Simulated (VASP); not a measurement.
# Nb2B5 (Fd-3m) in VASP: further runs

The runs below take Nb2B5 through single point, relaxation of cell and atoms, with PBE.

Everything below comes from runs of VASP 6.6.1. Logs are shortened: lines on timing, memory, paths and dates and some standing lists are left out, and cuts for length are marked.

## Step 1: The cell of the first run

The structure is cubic, space group Fd-3m (No. 227). Conventional cell: a = 8.787 Å, b = 8.787 Å, c = 8.787 Å, α = 90.00°, β = 90.00°, γ = 90.00°. Within 3.1 Å of Nb (site symmetry -3m) lie 6 B at 2.35 Å. Within 2.2 Å of B (site symmetry -43m) lie 4 B at 1.66 Å. B (site symmetry 3m) has 1 B at 1.66 Å within 2.2 Å.

## Step 2: Single point, PBE

The input, INCAR:

```
SYSTEM = Nb2B5
  PREC = Accurate
  ENCUT = 520
  EDIFF = 1E-6
  ISMEAR = 0
  SIGMA = 0.1
  LREAL = .False.
  LASPH = .True.
  NELM = 100
  ALGO = Normal
  ISIF = 2
  LWAVE = .False.
  LCHARG = .False.
  GGA = PE
  NBANDS = 54
```

The input, KPOINTS:

```
Automatic mesh
0
Gamma
  8 8 8
  0 0 0
```

The input, POSCAR:

```
Nb2B5
1.0
    0.0000000000      4.3932736692      4.3932736692
    4.3932736692      0.0000000000      4.3932736692
    4.3932736692      4.3932736692      0.0000000000
Nb B
4 10
Direct
    0.6250000000      0.6250000000      0.6250000000
    0.1250000000      0.6250000000      0.6250000000
    0.6250000000      0.6250000000      0.1250000000
    0.6250000000      0.1250000000      0.6250000000
    0.2500000000      0.2500000000      0.2500000000
    0.0000000000      0.0000000000      0.0000000000
    0.3590388550      0.3590388550      0.3590388550
    0.3271165650      0.8909611450      0.8909611450
    0.3590388550      0.3590388550      0.9228834350
    0.8909611450      0.3271165650      0.8909611450
    0.9228834350      0.3590388550      0.3590388550
    0.8909611450      0.8909611450      0.8909611450
    0.3590388550      0.9228834350      0.3590388550
    0.8909611450      0.8909611450      0.3271165650
```

Potentials or basis: VASP PAW PBE potentials, release 64 (Nb_sv, B).

Launch:

```console
$ cat potpaw_PBE.64/Nb_sv/POTCAR potpaw_PBE.64/B/POTCAR > POTCAR
$ mpirun -np 1 vasp_std > vasp.out
```

OUTCAR:

```text
SYSTEM = Nb2B5
   PREC = Accurate
   ENCUT = 520
   EDIFF = 1E-6
   ISMEAR = 0
   LREAL = .False.
   LASPH = .True.
   NELM = 100
   ISIF = 2
   GGA = PE

 ion  position               nearest neighbor table
   1  0.625  0.625  0.625-   8 2.35   9 2.35  10 2.35  11 2.35  13 2.35  14 2.35
   2  0.125  0.625  0.625-   7 2.35  12 2.35  10 2.35   9 2.35  13 2.35  14 2.35
   3  0.625  0.625  0.125-   7 2.35  12 2.35  10 2.35  11 2.35   8 2.35  13 2.35
   4  0.625  0.125  0.625-   7 2.35  12 2.35   9 2.35  11 2.35   8 2.35  14 2.35
   5  0.250  0.250  0.250-   9 1.66  11 1.66  13 1.66   7 1.66
   6  0.000  0.000  0.000-   8 1.66  10 1.66  14 1.66  12 1.66
   7  0.359  0.359  0.359-   5 1.66   4 2.35   2 2.35   3 2.35
   8  0.327  0.891  0.891-   6 1.66   1 2.35   4 2.35   3 2.35
   9  0.359  0.359  0.923-   5 1.66   1 2.35   4 2.35   2 2.35
  10  0.891  0.327  0.891-   6 1.66   1 2.35   3 2.35   2 2.35
  11  0.923  0.359  0.359-   5 1.66   1 2.35   4 2.35   3 2.35
  12  0.891  0.891  0.891-   6 1.66   4 2.35   2 2.35   3 2.35
  13  0.359  0.923  0.359-   5 1.66   1 2.35   3 2.35   2 2.35
  14  0.891  0.891  0.327-   6 1.66   1 2.35   4 2.35   2 2.35

  LATTYP: Found a face centered cubic cell.
 ALAT       =     8.7865473384

  Lattice vectors:

 A1 = (   0.0000000000,   4.3932736692,   4.3932736692)
 A2 = (   4.3932736692,   0.0000000000,   4.3932736692)
 A3 = (   4.3932736692,   4.3932736692,   0.0000000000)

Analysis of symmetry for initial positions (statically):
=====================================================================
 Subroutine PRICEL returns:
 Original cell was already a primitive cell.

 Routine SETGRP: Setting up the symmetry group for a
 face centered cubic supercell.

 Subroutine GETGRP returns: Found 48 space group operations
 (whereof 24 operations were pure point group operations)
 out of a pool of 48 trial point group operations.

The static configuration has the point symmetry T_d .
 The point group associated with its full space group is O_h .

Analysis of symmetry for dynamics (positions and initial velocities):
=====================================================================
 Subroutine PRICEL returns:
 Original cell was already a primitive cell.

 Routine SETGRP: Setting up the symmetry group for a
 face centered cubic supercell.

 Subroutine GETGRP returns: Found 48 space group operations
 (whereof 24 operations were pure point group operations)
 out of a pool of 48 trial point group operations.

The dynamic configuration has the point symmetry T_d .
 The point group associated with its full space group is O_h .

 Subroutine INISYM returns: Found 48 space group operations
[... 141 lines left out ...]
     AMIX_MAG =   1.60;   BMIX_MAG =  1.00
  volume/ion in A,a.u.               =      12.11        81.75
  Fermi-wavevector in a.u.,A,eV,Ry     =   1.284935  2.428175 22.464011  1.651058
  Thomas-Fermi vector in A             =   2.417099
   LORBIT       =      0    0 simple, 1 ext, 2 COOP (PROOUT), +10 PAW based schemes
   GGA     = PE    functional components
   LHFCALC =     F    Hartree Fock is set to
   AEXX    =    0.0000 exact exchange contribution
   IVDW    =     0    specifies the selected vdW correction
   LEPSILON=     F    determine dielectric tensor
   LRPA    =     F    only Hartree local field effects (RPA)
 non-spin polarized calculation
 Gauss-broadening in eV      SIGMA  =   0.10
  energy-cutoff  :      520.00
  volume of cell :      169.59
 maximum number of plane-waves:      4586
 NGX is ok and might be reduce to    48
   NGX = 23   NGY = 23   NGZ = 23

 number of electron      82.0000006 magnetization

 Free energy of the ion-electron system (eV)
  ---------------------------------------------------
  ext. energy  EPLUGINS =         0.00000000
  ---------------------------------------------------
  free energy    TOTEN  =       -96.78046622 eV

  energy without entropy =      -96.74901865  energy(sigma->0) =      -96.76474243

 E-fermi :   6.5156     XC(G=0): -11.3214

 val. band max:        6.4865426560   @ k =   0.3750   0.3750   0.0000
 cond. band min:       6.5254531374   @ k =   0.3750   0.1250   0.0000
 fundamental gap:      0.0389104814
 Fermi energy:         6.5155891281

 k-point     1 :       0.0000    0.0000    0.0000
  band No.  band energies     occupation
      1     -47.9019      2.00000
      2     -47.8185      2.00000
      3     -47.8185      2.00000
      4     -47.8185      2.00000
      5     -24.4738      2.00000
      6     -24.1611      2.00000
[... 1333 lines left out ...]
     52       9.5971      0.00000
     53      10.2577      0.00000

 [... further k-points ...]

 [bands above 53 left out]

------------------------ aborting loop because EDIFF is reached ----------------------------------------

  FORCE on cell =-STRESS in cart. coord.  units (eV):
  Direction    XX          YY          ZZ          XY          YZ          ZX
  --------------------------------------------------------------------------------------
  -------------------------------------------------------------------------------------
  Total       -0.1868768     -0.1868768     -0.1868768      0.0000000     -0.0000000     -0.0000000
  in kB       -1.7655139     -1.7655139     -1.7655139      0.0000000     -0.0000000     -0.0000000
  external PRESSURE =      -1.7655139 kB  Pullay stress =       0.0000000 kB

 VOLUME and BASIS-vectors are now :
 -----------------------------------------------------------------------------
  energy-cutoff  :      520.00
  volume of cell :      169.59
      direct lattice vectors                 reciprocal lattice vectors
     0.000000000  4.393273669  4.393273669    -0.113810347  0.113810347  0.113810347
     4.393273669  0.000000000  4.393273669     0.113810347 -0.113810347  0.113810347
     4.393273669  4.393273669  0.000000000     0.113810347  0.113810347 -0.113810347

 POSITION                                       TOTAL-FORCE (eV/Angst)
 -----------------------------------------------------------------------------------
      5.49159      5.49159      5.49159         0.000000      0.000000      0.000000
      5.49159      3.29496      3.29496         0.000000      0.000000      0.000000
      3.29496      3.29496      5.49159         0.000000      0.000000      0.000000
      3.29496      5.49159      3.29496         0.000000      0.000000      0.000000
      2.19664      2.19664      2.19664         0.000000      0.000000      0.000000
      0.00000      0.00000      0.00000         0.000000      0.000000      0.000000
      3.15471      3.15471      3.15471         0.009390      0.009390      0.009390
      7.82847      5.35135      5.35135        -0.009390      0.009390      0.009390
      5.63184      5.63184      3.15471        -0.009390     -0.009390      0.009390
      5.35135      7.82847      5.35135         0.009390     -0.009390      0.009390
      3.15471      5.63184      5.63184         0.009390     -0.009390     -0.009390
      7.82847      7.82847      7.82847        -0.009390     -0.009390     -0.009390
      5.63184      3.15471      5.63184        -0.009390      0.009390     -0.009390
      5.35135      5.35135      7.82847         0.009390      0.009390     -0.009390
 -----------------------------------------------------------------------------------
    total drift:                                0.000000      0.000000     -0.000000

  FREE ENERGIE OF THE ION-ELECTRON SYSTEM (eV)
  ---------------------------------------------------
  free  energy   TOTEN  =       -96.7804662172 eV

  energy  without entropy=      -96.7490186487  energy(sigma->0) =      -96.76474243
```

OSZICAR:

```text
N       E                     dE             d eps       ncg     rms          rms(c)
DAV:   1     0.744437163469E+03    0.74444E+03   -0.42236E+04  3132   0.149E+03
DAV:   2    -0.383890396750E+02   -0.78283E+03   -0.75624E+03  3912   0.536E+02
DAV:   3    -0.103964676538E+03   -0.65576E+02   -0.63311E+02  5368   0.117E+02
DAV:   4    -0.108510599530E+03   -0.45459E+01   -0.44915E+01  5064   0.262E+01
DAV:   5    -0.108798878704E+03   -0.28828E+00   -0.28776E+00  5164   0.711E+00    0.211E+01
DAV:   6    -0.986499891127E+02    0.10149E+02   -0.81962E+01  4474   0.350E+01    0.730E+00
DAV:   7    -0.968023631025E+02    0.18476E+01   -0.16701E+01  4784   0.156E+01    0.500E+00
DAV:   8    -0.967622140522E+02    0.40149E-01   -0.15225E+00  4288   0.508E+00    0.178E+00
DAV:   9    -0.967759974295E+02   -0.13783E-01   -0.21577E-01  5142   0.211E+00    0.980E-01
DAV:  10    -0.967800967682E+02   -0.40993E-02   -0.14997E-02  4616   0.680E-01    0.437E-01
DAV:  11    -0.967803968826E+02   -0.30011E-03   -0.34249E-03  4528   0.317E-01    0.142E-01
DAV:  12    -0.967804666702E+02   -0.69788E-04   -0.46895E-04  5088   0.919E-02    0.487E-02
DAV:  13    -0.967804699759E+02   -0.33058E-05   -0.13595E-04  4272   0.562E-02    0.166E-02
DAV:  14    -0.967804659806E+02    0.39954E-05   -0.95388E-06  3856   0.175E-02    0.748E-03
DAV:  15    -0.967804662172E+02   -0.23658E-06   -0.52234E-06  3632   0.891E-03
   1 F= -.96780466E+02 E0= -.96764742E+02  d E =-.314476E-01
```

Run time: 5 min. Hardware: 1 thread of Intel Xeon Platinum 8375C at 2.90GHz (Ice Lake), shared host; peak memory 0.41 GiB.

What came out:

* Free energy: -96.7805 eV
* Pressure: -0.2 GPa
* Largest force: 0.016 eV/Å
* Band gap on the k mesh: zero (band 41 reaches 6.77 eV, above the bottom of band 42 at 6.27 eV)

Forces on the atoms (eV/Å):
```
Nb   0.000  0.000  0.000
Nb   0.000  0.000  0.000
Nb   0.000  0.000  0.000
Nb   0.000  0.000  0.000
B    0.000  0.000  0.000
B    0.000  0.000  0.000
B    0.009  0.009  0.009
B   -0.009  0.009  0.009
B   -0.009 -0.009  0.009
B    0.009 -0.009  0.009
B    0.009 -0.009 -0.009
B   -0.009 -0.009 -0.009
B   -0.009  0.009 -0.009
B    0.009  0.009 -0.009
```

Levels at points of the mesh, in eV from the Fermi level:
```
           k point  band 39  band 40  band 41  band 42  band 43  band 44
(0.00, 0.00, 0.00)    -0.64    -0.64    -0.24    -0.24    -0.24     0.32
(0.50, 0.00, 0.00)    -0.68    -0.61    -0.36     0.16     0.55     0.55
(0.50, 0.50, 0.00)    -0.40    -0.40    -0.03    -0.03     0.05     0.05
```

## Step 3: Relaxation of cell and atoms, PBE

The input, INCAR:

```
SYSTEM = Nb2B5
PREC     = Accurate       ! precision mode
ENCUT    = 600            ! plane-wave cutoff, eV
EDIFF    = 1E-6           ! SCF threshold, eV
ISMEAR   = 0              ! smearing method
SIGMA    = 0.1            ! smearing width, eV
LREAL    = .FALSE.        ! projectors in reciprocal space
LASPH    = .TRUE.         ! aspherical terms in the spheres
NELM     = 100            ! most SCF steps
ALGO     = Normal         ! electronic algorithm
ISIF     = 3              ! what is computed and relaxed
LWAVE    = .FALSE.        ! write WAVECAR
LCHARG   = .FALSE.        ! write CHGCAR
GGA      = PE             ! functional
IBRION   = 2              ! ionic algorithm
NSW      = 100            ! ionic steps
EDIFFG   = -0.01          ! ionic threshold
```

The input, KPOINTS:

```
Automatic mesh
0
G
  8 8 8
  0 0 0
```

The input, POSCAR:

```
Nb2B5
1.0
    0.0000000000      4.3931127996      4.3931127996
    4.3931127996      0.0000000000      4.3931127996
    4.3931127996      4.3931127996      0.0000000000
Nb B
4 10
Direct
    0.6250000000      0.6250000000      0.6250000000
    0.1250000000      0.6250000000      0.6250000000
    0.6250000000      0.6250000000      0.1250000000
    0.6250000000      0.1250000000      0.6250000000
    0.2500000000      0.2500000000      0.2500000000
    0.0000000000      0.0000000000      0.0000000000
    0.3587286198      0.3587286198      0.3587286198
    0.3261858595      0.8912713802      0.8912713802
    0.3587286198      0.3587286198      0.9238141405
    0.8912713802      0.3261858595      0.8912713802
    0.9238141405      0.3587286198      0.3587286198
    0.8912713802      0.8912713802      0.8912713802
    0.3587286198      0.9238141405      0.3587286198
    0.8912713802      0.8912713802      0.3261858595
```

Potentials or basis: VASP PAW PBE potentials, release 64 (Nb_sv, B).

Launch:

```console
$ cat potpaw_PBE.64/Nb_sv/POTCAR potpaw_PBE.64/B/POTCAR > POTCAR
$ mpirun -np 1 vasp_std > vasp.out
```

It took 16 min on 1 thread of Intel Xeon Platinum 8375C at 2.90GHz (Ice Lake), shared host; peak memory 0.5 GiB.

Results (log left out):

```
Free energy                            : -96.7869 eV
Relaxed volume                         : 12.11 Å³/atom
Relaxed cell                           : a = 6.212 Å, b = 6.212 Å, c = 6.212 Å, α = 60.00°, β = 60.00°, γ = 60.00°
Space group after relaxing (to 0.05 Å) : Fd-3m (No. 227)
Energy gained by relaxing              : 0.2 meV/atom
Ionic steps                            : 4
Pressure after relaxing                : -0.1 GPa
Largest force after relaxing           : 0.006 eV/Å
Band gap on the k mesh                 : zero (band 41 reaches 6.77 eV, above the bottom of band 42 at 6.27 eV)
```

Forces on the atoms (eV/Å):
```
Nb   0.000  0.000  0.000
Nb   0.000  0.000  0.000
Nb   0.000  0.000  0.000
Nb   0.000  0.000  0.000
B    0.000  0.000  0.000
B    0.000  0.000  0.000
B   -0.003 -0.003 -0.003
B    0.003 -0.003 -0.003
B    0.003  0.003 -0.003
B   -0.003  0.003 -0.003
B   -0.003  0.003  0.003
B    0.003  0.003  0.003
B    0.003 -0.003  0.003
B   -0.003 -0.003  0.003
```

The path:
```tsv
step	energy change (eV)	largest force (eV/Å)	pressure (GPa)	volume (Å³)
1	0.0000	0.0928	-0.19	169.57
2	-0.0020	0.0173	0.16	169.22
3	-0.0020	0.0116	0.19	169.20
4	-0.0021	0.0057	-0.09	169.51
```

Final structure:
```yaml
crystal:
  lattice:
    - [0.00000, 4.39259, 4.39259]
    - [4.39259, 0.00000, 4.39259]
    - [4.39259, 4.39259, 0.00000]
  atoms:
    - { symbol: Nb, position: [0.62500, 0.62500, 0.62500] }
    - { symbol: Nb, position: [0.12500, 0.62500, 0.62500] }
    - { symbol: Nb, position: [0.62500, 0.62500, 0.12500] }
    - { symbol: Nb, position: [0.62500, 0.12500, 0.62500] }
    - { symbol: B, position: [0.25000, 0.25000, 0.25000] }
    - { symbol: B, position: [0.00000, 0.00000, 0.00000] }
    - { symbol: B, position: [0.35912, 0.35912, 0.35912] }
    - { symbol: B, position: [0.32736, 0.89088, 0.89088] }
    - { symbol: B, position: [0.35912, 0.35912, 0.92264] }
    - { symbol: B, position: [0.89088, 0.32736, 0.89088] }
    - { symbol: B, position: [0.92264, 0.35912, 0.35912] }
    - { symbol: B, position: [0.89088, 0.89088, 0.89088] }
    - { symbol: B, position: [0.35912, 0.92264, 0.35912] }
    - { symbol: B, position: [0.89088, 0.89088, 0.32736] }
```

Levels at points of the mesh, in eV from the Fermi level:
| k point | band 38 | band 39 | band 40 | band 41 | band 42 | band 43 | band 44 | band 45 |
| --- | --- | --- | --- | --- | --- | --- | --- | --- |
| (0.00, 0.00, 0.00) | -0.63 | -0.63 | -0.63 | -0.25 | -0.25 | -0.25 | 0.32 | 0.32 |
| (0.50, 0.00, 0.00) | -0.68 | -0.68 | -0.61 | -0.36 | 0.16 | 0.55 | 0.55 | 0.91 |
| (0.50, 0.50, 0.00) | -0.48 | -0.40 | -0.40 | -0.03 | -0.03 | 0.05 | 0.05 | 0.43 |
